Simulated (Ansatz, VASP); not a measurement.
LiNbO3: VASP beside Ansatz

Contents of INCAR:

```
SYSTEM = LiNbO3
  ALGO = Normal
  EDIFF = 1E-7
  ENCUT = 520
  GGA = PE
  ISIF = 2
  ISMEAR = 0
  LASPH = .TRUE.
  LCHARG = .FALSE.
  LREAL = .FALSE.
  LWAVE = .FALSE.
  NBANDS = 45
  NELM = 60
  PREC = Accurate
  SIGMA = 0.05
```

File KPOINTS:

```
k-points
0
G
  6 6 6
  0 0 0
```

POSCAR

```
LiNbO3
1.0
    2.6509569258      1.5305306947      4.5485118933
   -2.6509569258      1.5305306947      4.5485118933
    0.0000000000     -3.0610613894      4.5485118933
Li Nb O
2 2 6
Direct
    0.2815913687      0.2815913687      0.2815913687
    0.7815913687      0.7815913687      0.7815913687
    0.0004900497      0.0004900497      0.0004900497
    0.5004900497      0.5004900497      0.5004900497
    0.1104619503      0.3580262714      0.7211003599
    0.7211003599      0.1104619503      0.3580262714
    0.3580262714      0.7211003599      0.1104619503
    0.2211003599      0.8580262714      0.6104619503
    0.8580262714      0.6104619503      0.2211003599
    0.6104619503      0.2211003599      0.8580262714
```

Input for Ansatz:

```yaml
crystal:
  lattice:
    - [2.6509569258, 1.5305306947, 4.5485118933]
    - [-2.6509569258, 1.5305306947, 4.5485118933]
    - [0.0, -3.0610613894, 4.5485118933]
  atoms:
    - { symbol: Li, position: [0.2815913687, 0.2815913687, 0.2815913687] }
    - { symbol: Li, position: [0.7815913687, 0.7815913687, 0.7815913687] }
    - { symbol: Nb, position: [0.0004900497, 0.0004900497, 0.0004900497] }
    - { symbol: Nb, position: [0.5004900497, 0.5004900497, 0.5004900497] }
    - { symbol: O, position: [0.1104619503, 0.3580262714, 0.7211003599] }
    - { symbol: O, position: [0.7211003599, 0.1104619503, 0.3580262714] }
    - { symbol: O, position: [0.3580262714, 0.7211003599, 0.1104619503] }
    - { symbol: O, position: [0.2211003599, 0.8580262714, 0.6104619503] }
    - { symbol: O, position: [0.8580262714, 0.6104619503, 0.2211003599] }
    - { symbol: O, position: [0.6104619503, 0.2211003599, 0.8580262714] }
basis:
  ecutwfc: 520.0
kpoints:
  mp_grid: { grid: [6, 6, 6] }
hamiltonian:
  xc: pbe
  pseudopotentials: { kind: paw, azcp: { folder: soft_1 } }
scf:
  occupations: { method: gaussian, width: 0.05 }
output:
  forces: true
  stress: true
  eigenvalues: true
```

Alike in both runs: task single point; functional PBE; k mesh 6 × 6 × 6; occupations gaussian, width 0.05 eV; no spin polarisation.

|  | VASP | Ansatz |
| --- | --- | --- |
| version | VASP 6.6.1 | Ansatz 0.2.0 |
| potentials or method | VASP PAW PBE potentials, release 64 (Li_sv, Nb_sv, O), cutoff 520 eV | scalar-relativistic, plane waves, PAW |
| valence electrons in the cell | 68 | 68 |

```tsv
	VASP	Ansatz	Ansatz less VASP
gap on the k mesh at the Fermi level (eV)	3.42	3.44	+0.015
least direct gap on the mesh (eV)	3.49	3.50	+0.012
rms of the force components (eV/Å)	0.170	0.171	+0.0013
```

Atom by atom the forces differ by 0.009 eV/Å (rms over components). With one functional, cell and mesh, what is left measures potentials, basis and numerics.

Noted on VASP's run: the cutoff is short for stress, so the pressure is rough.
